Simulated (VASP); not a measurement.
# NbVTe3 (Pm-3m) in VASP: single point with PBE

Aim: the single point of NbVTe3 with PBE.

Everything below comes from runs of VASP 6.6.1. Logs are shortened: lines on timing, memory, paths and dates and some standing lists are left out, and cuts for length are marked.

### Step 1. The cell of the first run

It takes space group Pm-3m (No. 221, cubic). Conventional cell: a = 5.412 Å, b = 5.412 Å, c = 5.412 Å, α = 90.00°, β = 90.00°, γ = 90.00°. Nb (site symmetry m-3m) has 6 Te at 2.71 Å within 3.6 Å. Within 5.0 Å of V (site symmetry m-3m) lie 12 Te at 3.83 Å and 8 Nb at 4.69 Å. Within 3.6 Å of Te (site symmetry 4/mmm) lie 2 Nb at 2.71 Å.

The cell was generated, and may not be a known phase.

### Step 2. Single point, PBE, collinear spin, ferromagnetic start

The input, INCAR:

```
SYSTEM = NbVTe3
PREC = Accurate
ENCUT = 520
EDIFF = 1E-7
ISMEAR = 0
SIGMA = 0.1
LREAL = .False.
LASPH = .True.
NELM = 150
ALGO = Normal
ISIF = 2
LWAVE = .False.
LCHARG = .True.
ISPIN = 2
MAGMOM = 0.5 3.99 0 0 0
LORBIT = 11
LMAXMIX = 4
GGA = PE
LELF = .True.
LVHAR = .True.
NBANDS = 34
```

The input, KPOINTS:

```
Automatic mesh
0
Gamma
  8 8 8
  0 0 0
```

The input, POSCAR:

```
NbVTe3
1.0
    5.4122177222      0.0000000000      0.0000000000
    0.0000000000      5.4122177222      0.0000000000
    0.0000000000      0.0000000000      5.4122177222
Nb V Te
1 1 3
Direct
    0.5000000000      0.5000000000      0.5000000000
    0.0000000000      0.0000000000      0.0000000000
    0.5000000000      0.5000000000      0.0000000000
    0.0000000000      0.5000000000      0.5000000000
    0.5000000000      0.0000000000      0.5000000000
```

Potentials or basis: VASP PAW PBE potentials, release 64 (Nb_sv, V_sv, Te).

Launch:

```
cat potpaw_PBE.64/Nb_sv/POTCAR potpaw_PBE.64/V_sv/POTCAR potpaw_PBE.64/Te/POTCAR > POTCAR
mpirun -np 1 vasp_std > vasp.out
```

OUTCAR:

```text
SYSTEM = NbVTe3
   PREC = Accurate
   ENCUT = 520
   EDIFF = 1E-7
   ISMEAR = 0
   LREAL = .False.
   LASPH = .True.
   NELM = 150
   ISIF = 2
   ISPIN = 2
   LORBIT = 11
   GGA = PE

 ion  position               nearest neighbor table
   1  0.500  0.500  0.500-   3 2.71   4 2.71   5 2.71   3 2.71   5 2.71   4 2.71
   2  0.000  0.000  0.000-
   3  0.500  0.500  0.000-   1 2.71   1 2.71
   4  0.000  0.500  0.500-   1 2.71   1 2.71
   5  0.500  0.000  0.500-   1 2.71   1 2.71

  LATTYP: Found a simple cubic cell.
 ALAT       =     5.4122177222

  Lattice vectors:

 A1 = (   5.4122177222,   0.0000000000,   0.0000000000)
 A2 = (   0.0000000000,   5.4122177222,   0.0000000000)
 A3 = (   0.0000000000,   0.0000000000,   5.4122177222)

Analysis of symmetry for initial positions (statically):
=====================================================================
 Subroutine PRICEL returns:
 Original cell was already a primitive cell.

 Routine SETGRP: Setting up the symmetry group for a
 simple cubic supercell.

 Subroutine GETGRP returns: Found 48 space group operations
 (whereof 48 operations were pure point group operations)
 out of a pool of 48 trial point group operations.

The static configuration has the point symmetry O_h .

Analysis of symmetry for dynamics (positions and initial velocities):
=====================================================================
 Subroutine PRICEL returns:
 Original cell was already a primitive cell.

 Routine SETGRP: Setting up the symmetry group for a
 simple cubic supercell.

 Subroutine GETGRP returns: Found 48 space group operations
 (whereof 48 operations were pure point group operations)
 out of a pool of 48 trial point group operations.

The dynamic configuration has the point symmetry O_h .

Analysis of structural, dynamic, and magnetic symmetry:
=====================================================================
 Subroutine PRICEL returns:
 Original cell was already a primitive cell.

 Routine SETGRP: Setting up the symmetry group for a
 simple cubic supercell.

 Subroutine GETGRP returns: Found 48 space group operations
 (whereof 48 operations were pure point group operations)
 out of a pool of 48 trial point group operations.

The overall configuration has the point symmetry O_h .

 Subroutine INISYM returns: Found 48 space group operations
 (whereof 48 operations are pure point group operations),
 and found     1 'primitive' translations

----------------------------------------------------------------------------------------

                                     Primitive cell

  volume of cell :     158.5352

  direct lattice vectors                    reciprocal lattice vectors
     5.412217722  0.000000000  0.000000000     0.184767142  0.000000000  0.000000000
     0.000000000  5.412217722  0.000000000     0.000000000  0.184767142  0.000000000
     0.000000000  0.000000000  5.412217722     0.000000000  0.000000000  0.184767142

  length of vectors
     5.412217722  5.412217722  5.412217722     0.184767142  0.184767142  0.184767142

  position of ions in fractional coordinates (direct lattice)
     0.500000000  0.500000000  0.500000000
     0.000000000  0.000000000  0.000000000
     0.500000000  0.500000000  0.000000000
     0.000000000  0.500000000  0.500000000
     0.500000000  0.000000000  0.500000000

  ion indices of the primitive-cell ions
   primitive index   ion index
                 1           1
                 2           2
                 3           3
                 4           4
                 5           5

----------------------------------------------------------------------------------------

 KPOINTS: Automatic mesh

Automatic generation of k-mesh.
 Grid dimensions read from file:
 generate k-points for:    8    8    8

 Generating k-lattice:

  Cartesian coordinates                     Fractional coordinates (reciprocal lattice)
     0.023095893  0.000000000  0.000000000     0.125000000  0.000000000  0.000000000
     0.000000000  0.023095893  0.000000000     0.000000000  0.125000000  0.000000000
     0.000000000  0.000000000  0.023095893     0.000000000  0.000000000  0.125000000

  Length of vectors
     0.023095893  0.023095893  0.023095893

  Shift w.r.t. Gamma in fractional coordinates (k-lattice)
     0.000000000  0.000000000  0.000000000

 Subroutine IBZKPT returns following result:
 ===========================================

 Found     35 irreducible k-points:

 Following reciprocal coordinates:
            Coordinates               Weight
  0.000000  0.000000  0.000000      1.000000
  0.125000  0.000000  0.000000      6.000000
  0.250000  0.000000  0.000000      6.000000
  0.375000  0.000000  0.000000      6.000000
  0.500000  0.000000  0.000000      3.000000
  0.125000  0.125000  0.000000     12.000000
[... 16 lines left out ...]
  0.375000  0.375000  0.125000     24.000000
  0.500000  0.375000  0.125000     24.000000
 [... further k-points ...]
   k-points           NKPTS =     35   k-points in BZ     NKDIM =     35   number of bands    NBANDS=     34
   number of dos      NEDOS =    301   number of ions     NIONS =      5
   total plane-waves  NPLWV =  64000
   dimension x,y,z NGX =    40 NGY =   40 NGZ =   40
   dimension x,y,z NGXF=    80 NGYF=   80 NGZF=   80
   ions per type =               1   1   3
   NGX,Y,Z   is equivalent  to a cutoff of  12.29, 12.29, 12.29 a.u.
   NGXF,Y,Z  is equivalent  to a cutoff of  24.57, 24.57, 24.57 a.u.
 SYSTEM =  NbVTe3
   PREC   = accura    normal or accurate (medium, high low for compatibility)
   ISTART =      0    job   : 0-new  1-cont  2-samecut
   ICHARG =      2    charge: 1-file 2-atom 10-const
   ISPIN  =      2    spin polarized calculation?
   LNONCOLLINEAR =      F non collinear calculations
   LSORBIT =      F    spin-orbit coupling
   LASPH  =      T    aspherical Exc in radial PAW
   ENCUT  =  520.0 eV  38.22 Ry    6.18 a.u.  10.06 10.06 10.06*2*pi/ulx,y,z
   NELM   =    150;   NELMIN=  2; NELMDL= -5     # of ELM steps
   EDIFF  = 0.1E-06   stopping-criterion for ELM
   LREAL  =      F    real-space projection
   EDIFFG = 0.1E-05   stopping-criterion for IOM
   NSW    =      0    number of steps for IOM
   IBRION =     -1    ionic relax: 0-MD 1-quasi-New 2-CG
   NFREE  =      0    steps in history (QN), initial steepest desc. (CG)
   ISIF   =      2    stress and relaxation
   ISYM   =      2    0-nonsym 1-usesym 2-fastsym
   POTIM  = 0.5000    time-step for ionic-motion
   TEBEG  =    0.0;   TEEND  =   0.0 temperature during run
   PSTRESS=    0.0 pullay stress
   NELECT =      44.0000    total number of electrons
   NUPDOWN=      -1.0000    fix difference up-down
   EMIN   =  10.00;   EMAX   =-10.00  energy-range for DOS
   EFERMI =   0.00;   METHOD = LEGACY
   ISMEAR =     0;   SIGMA  =   0.10  broadening in eV -4-tet -1-fermi 0-gaus
   EFERMI_NEDOS =   21; number of points for ismear=-14 and -15
   IALGO  =     38    algorithm
   IMIX   =      4    mixing-type and parameters
     AMIX     =   0.40;   BMIX     =  1.00
     AMIX_MAG =   1.60;   BMIX_MAG =  1.00
  volume/ion in A,a.u.               =      31.71       213.97
  Fermi-wavevector in a.u.,A,eV,Ry     =   1.067867  2.017976 15.515264  1.140340
  Thomas-Fermi vector in A             =   2.203497
   LORBIT       =     11    0 simple, 1 ext, 2 COOP (PROOUT), +10 PAW based schemes
   GGA     = PE    functional components
   LHFCALC =     F    Hartree Fock is set to
   AEXX    =    0.0000 exact exchange contribution
   IVDW    =     0    specifies the selected vdW correction
   LEPSILON=     F    determine dielectric tensor
   LRPA    =     F    only Hartree local field effects (RPA)
 spin polarized calculation
 Gauss-broadening in eV      SIGMA  =   0.10
  energy-cutoff  :      520.00
  volume of cell :      158.54
 maximum number of plane-waves:      4337
   NGX = 21   NGY = 21   NGZ = 21

 number of electron      43.9999981 magnetization       4.0052796

 Free energy of the ion-electron system (eV)
  ---------------------------------------------------
  ext. energy  EPLUGINS =         0.00000000
  ---------------------------------------------------
  free energy    TOTEN  =       -25.55420373 eV

  energy without entropy =      -25.52211475  energy(sigma->0) =      -25.53815924

 E-fermi :   5.5884     XC(G=0):  -9.1519

 val. band max:        5.5836725189   @ k =   0.5000   0.5000   0.0000
 cond. band min:       5.5889140900   @ k =   0.5000   0.3750   0.2500
 fundamental gap:      0.0052415711
 Fermi energy:         5.5883796921

 spin component 1

 k-point     1 :       0.0000    0.0000    0.0000
  band No.  band energies     occupation
      1     -59.1723      1.00000
      2     -50.2491      1.00000
      3     -33.0874      1.00000
      4     -33.0874      1.00000
      5     -33.0874      1.00000
      6     -26.3974      1.00000
[... 26 lines left out ...]
     33      10.4542      0.00000
     34      10.4542      0.00000

 k-point     2 :       0.1250    0.0000    0.0000
  band No.  band energies     occupation
      1     -59.1723      1.00000
      2     -50.2491      1.00000
      3     -33.0874      1.00000
      4     -33.0874      1.00000
      5     -33.0874      1.00000
      6     -26.3973      1.00000
[... 26 lines left out ...]
     33      10.3001      0.00000
     34      10.6831      0.00000
[... 775 lines left out ...]
     33       9.9442      0.00000
     34      11.0090      0.00000

 k-point    24 :       0.5000    0.3750    0.1250
  band No.  band energies     occupation
      1     -59.1723      1.00000
      2     -50.2497      1.00000
      3     -33.0874      1.00000
      4     -33.0874      1.00000
      5     -33.0874      1.00000
      6     -26.3962      1.00000
[... 26 lines left out ...]
     33      10.3920      0.00000
     34      10.8191      0.00000

 [... further k-points ...]

 spin component 2

 k-point     1 :       0.0000    0.0000    0.0000
  band No.  band energies     occupation
      1     -56.0914      1.00000
      2     -49.8768      1.00000
      3     -30.0233      1.00000
      4     -30.0233      1.00000
      5     -30.0233      1.00000
      6     -25.9712      1.00000
[... 26 lines left out ...]
     33      11.0050      0.00000
     34      11.0050      0.00000

 k-point     2 :       0.1250    0.0000    0.0000
  band No.  band energies     occupation
      1     -56.0914      1.00000
      2     -49.8768      1.00000
      3     -30.0233      1.00000
      4     -30.0233      1.00000
      5     -30.0233      1.00000
      6     -25.9711      1.00000
[... 26 lines left out ...]
     33      10.9113      0.00000
     34      11.1693      0.00000
[... 775 lines left out ...]
     33      10.8739      0.00000
     34      11.6234      0.00000

 k-point    24 :       0.5000    0.3750    0.1250
  band No.  band energies     occupation
      1     -56.0914      1.00000
      2     -49.8774      1.00000
      3     -30.0233      1.00000
      4     -30.0233      1.00000
      5     -30.0233      1.00000
      6     -25.9700      1.00000
[... 26 lines left out ...]
     33      11.2641      0.00000
     34      11.2895      0.00000

 [... further k-points ...]

------------------------ aborting loop because EDIFF is reached ----------------------------------------

  FORCE on cell =-STRESS in cart. coord.  units (eV):
  Direction    XX          YY          ZZ          XY          YZ          ZX
  --------------------------------------------------------------------------------------
  -------------------------------------------------------------------------------------
  Total       -0.1178681     -0.1178681     -0.1178681      0.0000000      0.0000000     -0.0000000
  in kB       -1.1911897     -1.1911897     -1.1911897      0.0000000      0.0000000     -0.0000000
  external PRESSURE =      -1.1911897 kB  Pullay stress =       0.0000000 kB

 VOLUME and BASIS-vectors are now :
 -----------------------------------------------------------------------------
  energy-cutoff  :      520.00
  volume of cell :      158.54
      direct lattice vectors                 reciprocal lattice vectors
     5.412217722  0.000000000  0.000000000     0.184767142  0.000000000  0.000000000
     0.000000000  5.412217722  0.000000000     0.000000000  0.184767142  0.000000000
     0.000000000  0.000000000  5.412217722     0.000000000  0.000000000  0.184767142

 POSITION                                       TOTAL-FORCE (eV/Angst)
 -----------------------------------------------------------------------------------
      2.70611      2.70611      2.70611         0.000000      0.000000      0.000000
      0.00000      0.00000      0.00000         0.000000      0.000000      0.000000
      2.70611      2.70611      0.00000         0.000000      0.000000      0.000000
      0.00000      2.70611      2.70611         0.000000      0.000000      0.000000
      2.70611      0.00000      2.70611         0.000000      0.000000      0.000000
 -----------------------------------------------------------------------------------
    total drift:                                0.000000      0.000000     -0.000000

  FREE ENERGIE OF THE ION-ELECTRON SYSTEM (eV)
  ---------------------------------------------------
  free  energy   TOTEN  =       -25.5542037344 eV

  energy  without entropy=      -25.5221147471  energy(sigma->0) =      -25.53815924

 total charge

# of ion       s       p       d       tot
------------------------------------------
    1        2.153   6.006   2.493  10.652
    2        2.127   5.981   3.132  11.240
    3        1.381   1.988   0.036   3.404
    4        1.381   1.988   0.036   3.404
    5        1.381   1.988   0.036   3.404
--------------------------------------------------
tot          8.422  17.950   5.732  32.104

 magnetization (x)

# of ion       s       p       d       tot
------------------------------------------
    1        0.008   0.005   0.541   0.554
    2        0.094   0.011   3.047   3.153
    3       -0.002  -0.151   0.006  -0.147
    4       -0.002  -0.151   0.006  -0.147
    5       -0.002  -0.151   0.006  -0.147
--------------------------------------------------
tot          0.097  -0.438   3.607   3.265
```

Wall time 13 min (1 thread of Intel Xeon 8259CL, shared host); peak memory 0.49 GiB.

What came out:

- Free energy: -25.5542 eV
- Pressure: -0.1 GPa
- Band gap on the k mesh: zero (filled and empty bands overlap)
- Net moment: 4.01 μB per cell
- Site moments: Nb +0.55; V +3.15; Te -0.15 μB
- Valence electrons inside the program's atomic spheres: Nb 10.65; V 11.24; Te 3.40

Caveat: spin-orbit coupling is left out, which moves the levels of the heavy elements.
